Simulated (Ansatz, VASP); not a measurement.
# CuO in VASP and in Ansatz

The input INCAR:

```
SYSTEM = CuO
PREC = Accurate
ENCUT = 600
EDIFF = 1E-6
ISMEAR = 0
SIGMA = 0.05
LREAL = .False.
LASPH = .True.
NELM = 200
ALGO = Normal
ISIF = 2
LWAVE = .False.
LCHARG = .True.
ISPIN = 2
MAGMOM = -0.45 -0.66
LORBIT = 11
LMAXMIX = 4
LDAU = .True.
LDAUTYPE = 2
LDAUL = 2 -1
LDAUU = 6 0
LDAUJ = 0 0
LDAUPRINT = 1
GGA = PE
LELF = .True.
LVHAR = .True.
NBANDS = 20
GGA_COMPAT = .False.
```

KPOINTS

```
regular mesh
0
Gamma
  8 8 7
  0 0 0
```

POSCAR

```
CuO
1.0
    2.8363251100      0.0000000000      0.0000000000
   -1.4181625500      2.4563296000      0.0000000000
    0.0000000000      0.0000000000      2.7681127800
Cu O
1 1
Direct
    0.0000000000      0.0000000000      0.0000000000
    0.6666666667      0.3333333333      0.5000000000
```

Input for Ansatz:

```yaml
crystal:
  lattice:
    - [2.83632511, 0.0, 0.0]
    - [-1.41816255, 2.4563296, 0.0]
    - [0.0, 0.0, 2.76811278]
  atoms:
    - { symbol: Cu, position: [0.0, 0.0, 0.0], spin: 1.0 }
    - { symbol: O, position: [0.6666666667, 0.3333333333, 0.5] }
basis:
  ecutwfc: 420
  ecutrho_ratio: 4
kpoints:
  mp_grid: { grid: [8, 8, 7] }
hamiltonian:
  xc: pbe
  hubbard:
    sites:
      - { site: 0, l: d, u_eff: 6.0, starting_ns: [{ spin: up, occupation_matrix: s0up }, { spin: down, occupation_matrix: s0down }] }
    occupation_matrices:
      s0up:
        matrix:
          - [0.97, 0.0, 0.0, 0.0, 0.0]
          - [0.0, 0.97, 0.0, 0.0, 0.0]
          - [0.0, 0.0, 0.97, 0.0, 0.0]
          - [0.0, 0.0, 0.0, 0.97, 0.0]
          - [0.0, 0.0, 0.0, 0.0, 0.97]
      s0down:
        matrix:
          - [0.02, 0.0, 0.0, 0.0, 0.0]
          - [0.0, 0.97, 0.0, 0.0, 0.0]
          - [0.0, 0.0, 0.97, 0.0, 0.0]
          - [0.0, 0.0, 0.0, 0.97, 0.0]
          - [0.0, 0.0, 0.0, 0.0, 0.97]
    ns_hold: { iters: 12 }
scf:
  occupations: { method: gaussian, width: 0.05 }
  lower_state_search: "off"
  max_iter: 150
output:
  forces: true
  stress: true
  eigenvalues: true
  populations: true
  hubbard: { sites: [{ site: 0, l: d }] }
magnetization:
  spin_polarized: true
```

Alike in both runs: task single point; functional PBE; k mesh 8 × 8 × 7; occupations gaussian, width 0.05 eV; collinear spin; Hubbard terms Cu d U = 6.0 eV.

|  | VASP | Ansatz |
| --- | --- | --- |
| version | VASP 6.6.1 | Ansatz 0.2.0 |
| potentials or method | VASP PAW PBE potentials, release 64 (Cu, O), cutoff 600 eV | scalar-relativistic, plane waves, PAW |
| valence electrons in the cell | 17 | 25 |

```tsv
	VASP	Ansatz	Ansatz less VASP
gap on the k mesh at the Fermi level (eV)	none	none	-
pressure (GPa)	-2.4	5.6	+8.00
traceless stress, the component that is largest in VASP (GPa)	-7.03	-4.13	+2.904
net moment per atom (μB)	0.50	0.50	0.000
size of the moment on the site where the two differ most (μB)	0.50	0.60	+0.102
```

Site moments also hang on the region over which each program counts them. The programs project onto different local orbitals, so the same U acts differently, and such runs can settle in different states. A gap of «none» marks a metal or a gap that the smearing closes. VASP's potentials hold 17 valence electrons a cell and Ansatz's 25, so a difference there can come from the potentials and not from the codes. Ansatz's warnings: filled band counts differ across k points, specified occupation not kept.
